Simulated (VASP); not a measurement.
# TaN (TaN (P-62m)) (P-62m) in VASP: single point with PBEsol

Aim: the single point of TaN (TaN (P-62m)) with PBEsol.

Everything below comes from runs of VASP 6.6.1. Logs are shortened: lines on timing, memory, paths and dates and some standing lists are left out, and cuts for length are marked.

## (1) The cell of the first run

It takes space group P-62m (No. 189, hexagonal). The conventional cell has a = 5.178 Å, b = 5.178 Å, c = 2.896 Å, α = 90.00°, β = 90.00°, γ = 120.00°. Within 2.7 Å of Ta (site symmetry -62m) lie 3 N at 2.04 Å. Within 2.8 Å of Ta (site symmetry -6) lie 6 N at 2.15 Å. Within 2.7 Å of N (site symmetry m2m) lie 5 Ta at 2.04 to 2.15 Å.

## (2) Single point, PBEsol

INCAR

```
SYSTEM = TaN
PREC = Accurate
ENCUT = 520
EDIFF = 1E-7
ISMEAR = 1
SIGMA = 0.1
LREAL = Auto
LASPH = .TRUE.
NELM = 60
ALGO = Normal
ISIF = 2
LWAVE = .FALSE.
LCHARG = .FALSE.
GGA = PS
NBANDS = 168
```

KPOINTS

```
Automatic mesh
0
G
  2 2 3
  0 0 0
```

POSCAR

```
TaN
1.0
    7.7675072914      4.4845723682      0.0000000000
   -7.7675072417      4.4845724543      0.0000000000
    0.0000000000      0.0000000000      5.7917586573
Ta N
18 18
Direct
    0.0000000000      0.0000000000      0.0000000000
    0.3333333333      0.6666666667      0.0000000000
    0.6666666667      0.3333333333      0.0000000000
    0.0000000000      0.6666666667      0.2500000000
    0.3333333333      0.3333333334      0.2500000000
    0.6666666667      0.0000000000      0.2500000000
    0.0000000000      0.3333333333      0.2500000000
    0.3333333333      0.0000000000      0.2500000000
    0.6666666667      0.6666666666      0.2500000000
    0.0000000000      0.0000000000      0.5000000000
    0.3333333333      0.6666666667      0.5000000000
    0.6666666667      0.3333333333      0.5000000000
    0.0000000000      0.6666666667      0.7500000000
    0.3333333333      0.3333333334      0.7500000000
    0.6666666667      0.0000000000      0.7500000000
    0.0000000000      0.3333333333      0.7500000000
    0.3333333333      0.0000000000      0.7500000000
    0.6666666667      0.6666666666      0.7500000000
    0.1311380463      0.8688619537      0.0000000000
    0.4644713796      0.5355286204      0.0000000000
    0.7978047130      0.2021952870      0.0000000000
    0.0710572407      0.5355286204      0.0000000000
    0.4043905741      0.2021952870      0.0000000000
    0.7377239074      0.8688619537      0.0000000000
    0.1311380463      0.2622760926      0.0000000000
    0.4644713796      0.9289427593      0.0000000000
    0.7978047130      0.5956094259      0.0000000000
    0.1311380463      0.8688619537      0.5000000000
    0.4644713796      0.5355286204      0.5000000000
    0.7978047130      0.2021952870      0.5000000000
    0.0710572407      0.5355286204      0.5000000000
    0.4043905741      0.2021952870      0.5000000000
    0.7377239074      0.8688619537      0.5000000000
    0.1311380463      0.2622760926      0.5000000000
    0.4644713796      0.9289427593      0.5000000000
    0.7978047130      0.5956094259      0.5000000000
```

Potentials or basis: VASP PAW PBE potentials, release 64 (Ta_pv, N).

The run is started by

```sh
$ cat potpaw_PBE.64/Ta_pv/POTCAR potpaw_PBE.64/N/POTCAR > POTCAR
$ mpirun -np 1 vasp_std > vasp.out
```

OUTCAR:

```text
SYSTEM = TaN
   PREC = Accurate
   ENCUT = 520
   EDIFF = 1E-7
   ISMEAR = 1
   LREAL = Auto
   LASPH = .TRUE.
   NELM = 60
   ISIF = 2
   GGA = PS

 ion  position               nearest neighbor table
   1  0.000  0.000  0.000-  24 2.04  25 2.04  19 2.04  10 2.90  10 2.90   8 3.32   6 3.32  15 3.32
                            17 3.32  13 3.32   4 3.32  16 3.32   7 3.32   5 3.32   9 3.32  14 3.32
   2  0.333  0.667  0.000-  22 2.04  26 2.04  20 2.04  11 2.90  11 2.90   4 3.32  13 3.32   8 3.32
                            17 3.32  14 3.32   5 3.32  16 3.32   7 3.32   6 3.32  15 3.32   9 3.32
   3  0.667  0.333  0.000-  23 2.04  27 2.04  21 2.04  12 2.90  12 2.90   7 3.32  16 3.32  15 3.32
                             6 3.32   9 3.32  18 3.32  13 3.32   4 3.32  17 3.32   8 3.32   5 3.32
   4  0.000  0.667  0.250-  27 2.15  36 2.15  28 2.15  19 2.15  31 2.15  22 2.15  13 2.90  13 2.90
                             9 2.99   8 2.99   7 2.99   2 3.32  11 3.32  10 3.32   1 3.32   3 3.32
   5  0.333  0.333  0.250-  25 2.15  34 2.15  29 2.15  20 2.15  32 2.15  23 2.15  14 2.90  14 2.90
                             7 2.99   9 2.99   8 2.99   2 3.32  11 3.32  10 3.32   1 3.32   3 3.32
   6  0.667  0.000  0.250-  21 2.15  30 2.15  24 2.15  33 2.15  26 2.15  35 2.15  15 2.90  15 2.90
                             7 2.99   8 2.99   9 2.99   1 3.32  10 3.32   3 3.32  12 3.32  11 3.32
   7  0.000  0.333  0.250-  21 2.15  30 2.15  25 2.15  34 2.15  31 2.15  22 2.15  16 2.90  16 2.90
                             5 2.99   6 2.99   4 2.99   3 3.32  12 3.32  10 3.32   1 3.32  11 3.32
   8  0.333  0.000  0.250-  23 2.15  32 2.15  28 2.15  19 2.15  26 2.15  35 2.15  17 2.90  17 2.90
                             4 2.99   6 2.99   5 2.99   1 3.32  10 3.32   2 3.32  11 3.32   3 3.32
   9  0.667  0.667  0.250-  27 2.15  36 2.15  29 2.15  20 2.15  33 2.15  24 2.15  18 2.90  18 2.90
[... 44 lines left out ...]
 A1 = (   7.7675072914,   4.4845723682,   0.0000000000)
 A2 = (  -7.7675072417,   4.4845724543,   0.0000000000)
 A3 = (   0.0000000000,   0.0000000000,   5.7917586573)

Analysis of symmetry for initial positions (statically):
=====================================================================
 Subroutine PRICEL returns following result:

  LATTYP: Found a hexagonal cell.
 ALAT       =     5.1783381772
 C/A-ratio  =     0.5592294728

  Lattice vectors:

 A1 = (  -2.5891691127,  -4.4845723969,   0.0000000000)
 A2 = (   5.1783381772,  -0.0000000287,   0.0000000000)
 A3 = (   0.0000000000,   0.0000000000,   2.8958793286)

   6 primitive cells build up your supercell.

 Routine SETGRP: Setting up the symmetry group for a
 hexagonal supercell.

 Subroutine GETGRP returns: Found 12 space group operations
 (whereof 12 operations were pure point group operations)
 out of a pool of 24 trial point group operations.

The static configuration has the point symmetry D_3h.

Analysis of symmetry for dynamics (positions and initial velocities):
=====================================================================
 Subroutine PRICEL returns following result:

[... 122 lines left out ...]
   EFERMI_NEDOS =   21; number of points for ismear=-14 and -15
   IALGO  =     38    algorithm
   IMIX   =      4    mixing-type and parameters
     AMIX     =   0.40;   BMIX     =  1.00
     AMIX_MAG =   1.60;   BMIX_MAG =  1.00
  volume/ion in A,a.u.               =      11.21        75.64
  Fermi-wavevector in a.u.,A,eV,Ry     =   1.463046  2.764756 29.123314  2.140503
  Thomas-Fermi vector in A             =   2.579187
   LORBIT       =      0    0 simple, 1 ext, 2 COOP (PROOUT), +10 PAW based schemes
   GGA     = PS    functional components
   LHFCALC =     F    Hartree Fock is set to
   AEXX    =    0.0000 exact exchange contribution
   IVDW    =     0    specifies the selected vdW correction
   LEPSILON=     F    determine dielectric tensor
   LRPA    =     F    only Hartree local field effects (RPA)
 non-spin polarized calculation
 Methfessel and Paxton  Order N= 1 SIGMA  =   0.10
  energy-cutoff  :      520.00
  volume of cell :      403.50
 maximum number of plane-waves:     10872
 NGX is ok and might be reduce to    70
   NGX = 33   NGY = 33   NGZ = 21

 number of electron     287.9999993 magnetization

 Free energy of the ion-electron system (eV)
  ---------------------------------------------------
  ext. energy  EPLUGINS =         0.00000000
  ---------------------------------------------------
  free energy    TOTEN  =      -428.66253234 eV

  energy without entropy =     -428.66621246  energy(sigma->0) =     -428.66375905

 E-fermi :   8.0340     XC(G=0): -13.2257

 val. band max:        7.9518198905   @ k =   0.5000  -0.0000   0.0000
 cond. band min:       8.5455986711   @ k =   0.0000   0.0000   0.3333
 fundamental gap:      0.5937787806
 Fermi energy:         8.0340291091

 k-point     1 :       0.0000    0.0000    0.0000
  band No.  band energies     occupation
      1     -28.2244      2.00000
      2     -28.1398      2.00000
      3     -28.1398      2.00000
      4     -28.1398      2.00000
      5     -28.1398      2.00000
      6     -28.0217      2.00000
[... 625 lines left out ...]
    155       9.6764     -0.00000
    156       9.6764     -0.00000
 [bands above 156 left out]

------------------------ aborting loop because EDIFF is reached ----------------------------------------

  FORCE on cell =-STRESS in cart. coord.  units (eV):
  Direction    XX          YY          ZZ          XY          YZ          ZX
  --------------------------------------------------------------------------------------
  -------------------------------------------------------------------------------------
  Total        3.7965131      3.7965131     -0.9677089     -0.0000000     -0.0000000      0.0000000
  in kB       15.0748265     15.0748265     -3.8424847     -0.0000000     -0.0000000      0.0000000
  external PRESSURE =       8.7690561 kB  Pullay stress =       0.0000000 kB

 VOLUME and BASIS-vectors are now :
 -----------------------------------------------------------------------------
  energy-cutoff  :      520.00
  volume of cell :      403.50
      direct lattice vectors                 reciprocal lattice vectors
     7.767507291  4.484572368  0.000000000     0.064370716  0.111493349  0.000000000
    -7.767507242  4.484572454  0.000000000    -0.064370715  0.111493350  0.000000000
     0.000000000  0.000000000  5.791758657     0.000000000  0.000000000  0.172659128

 POSITION                                       TOTAL-FORCE (eV/Angst)
 -----------------------------------------------------------------------------------
      0.00000      0.00000      0.00000        -0.000000     -0.000000      0.000000
     -2.58917      4.48457      0.00000        -0.000000     -0.000000      0.000000
      2.58917      4.48457      0.00000        -0.000000     -0.000000      0.000000
     -5.17834      2.98971      1.44794        -0.000000     -0.000000     -0.000000
      0.00000      2.98971      1.44794        -0.000000     -0.000000     -0.000000
      5.17834      2.98971      1.44794        -0.000000     -0.000000      0.000000
[... 28 lines left out ...]
     -3.60778      6.24887      2.89588        -0.020801      0.036028     -0.000000
      1.57055      6.24887      2.89588        -0.020801      0.036028     -0.000000
 -----------------------------------------------------------------------------------
    total drift:                               -0.000000     -0.000000     -0.000000

  FREE ENERGIE OF THE ION-ELECTRON SYSTEM (eV)
  ---------------------------------------------------
  free  energy   TOTEN  =      -428.6625323418 eV

  energy  without entropy=     -428.6662124636  energy(sigma->0) =     -428.66375905
```

OSZICAR:

```text
N       E                     dE             d eps       ncg     rms          rms(c)
DAV:   1     0.316193547918E+04    0.31619E+04   -0.15644E+05  1360   0.182E+03
DAV:   2    -0.169453516805E+03   -0.33314E+04   -0.32243E+04  1464   0.548E+02
DAV:   3    -0.473991200644E+03   -0.30454E+03   -0.29861E+03  1584   0.150E+02
DAV:   4    -0.483425423470E+03   -0.94342E+01   -0.93176E+01  1568   0.258E+01
DAV:   5    -0.483709495980E+03   -0.28407E+00   -0.28236E+00  1616   0.390E+00    0.110E+02
DAV:   6    -0.430395569116E+03    0.53314E+02   -0.34052E+02  1680   0.421E+01    0.484E+01
DAV:   7    -0.429020933290E+03    0.13746E+01   -0.16134E+01  1560   0.977E+00    0.228E+01
DAV:   8    -0.428712738111E+03    0.30820E+00   -0.14020E+00  1536   0.343E+00    0.184E+00
DAV:   9    -0.428664285052E+03    0.48453E-01   -0.25451E-01  1704   0.125E+00    0.721E-01
DAV:  10    -0.428663032843E+03    0.12522E-02   -0.27899E-02  1680   0.436E-01    0.247E-01
DAV:  11    -0.428662556714E+03    0.47613E-03   -0.54723E-03  1704   0.197E-01    0.543E-02
DAV:  12    -0.428662541370E+03    0.15344E-04   -0.43988E-04  1664   0.610E-02    0.245E-02
DAV:  13    -0.428662532885E+03    0.84856E-05   -0.39544E-05  1616   0.158E-02    0.528E-03
DAV:  14    -0.428662532536E+03    0.34908E-06   -0.33722E-06  1568   0.413E-03    0.338E-03
DAV:  15    -0.428662532268E+03    0.26778E-06   -0.11631E-06  1488   0.246E-03    0.530E-04
DAV:  16    -0.428662532342E+03   -0.73869E-07   -0.39914E-08   928   0.616E-04
   1 F= -.42866253E+03 E0= -.42866376E+03  d E =0.368012E-02
```

Wall time 17 min (1 thread of Intel Xeon Platinum 8259CL at 2.50GHz (Skylake/Cascade Lake), shared host); peak memory 0.62 GiB.

What came out:

| Property | Result |
| --- | --- |
| Free energy | -428.6625 eV |
| Pressure | 0.9 GPa |
| Largest force | 0.042 eV/Å |
| Band gap on the k mesh | 0.59 eV |

Forces on the atoms (eV/Å):
```
Ta   0.000  0.000  0.000
Ta   0.000  0.000  0.000
Ta   0.000  0.000  0.000
Ta   0.000  0.000  0.000
Ta   0.000  0.000  0.000
Ta   0.000  0.000  0.000
Ta   0.000  0.000  0.000
Ta   0.000  0.000  0.000
Ta   0.000  0.000  0.000
Ta   0.000  0.000  0.000
Ta   0.000  0.000  0.000
Ta   0.000  0.000  0.000
Ta   0.000  0.000  0.000
Ta   0.000  0.000  0.000
Ta   0.000  0.000  0.000
Ta   0.000  0.000  0.000
Ta   0.000  0.000  0.000
Ta   0.000  0.000  0.000
N    0.042  0.000  0.000
N    0.042  0.000  0.000
N    0.042  0.000  0.000
N   -0.021 -0.036  0.000
N   -0.021 -0.036  0.000
N   -0.021 -0.036  0.000
N   -0.021  0.036  0.000
N   -0.021  0.036  0.000
N   -0.021  0.036  0.000
N    0.042  0.000  0.000
N    0.042  0.000  0.000
N    0.042  0.000  0.000
N   -0.021 -0.036  0.000
N   -0.021 -0.036  0.000
N   -0.021 -0.036  0.000
N   -0.021  0.036  0.000
N   -0.021  0.036  0.000
N   -0.021  0.036  0.000
```

Stress tensor (GPa, compression positive):
```
 1.51  0.00  0.00
 0.00  1.51  0.00
 0.00  0.00 -0.38
```

Caveat: the PAW data sets were made with another functional, which shifts forces and pressure a little; spin-orbit coupling is left out, which moves the levels of the heavy elements. As with any semilocal functional, this PBEsol gap is likely too small.
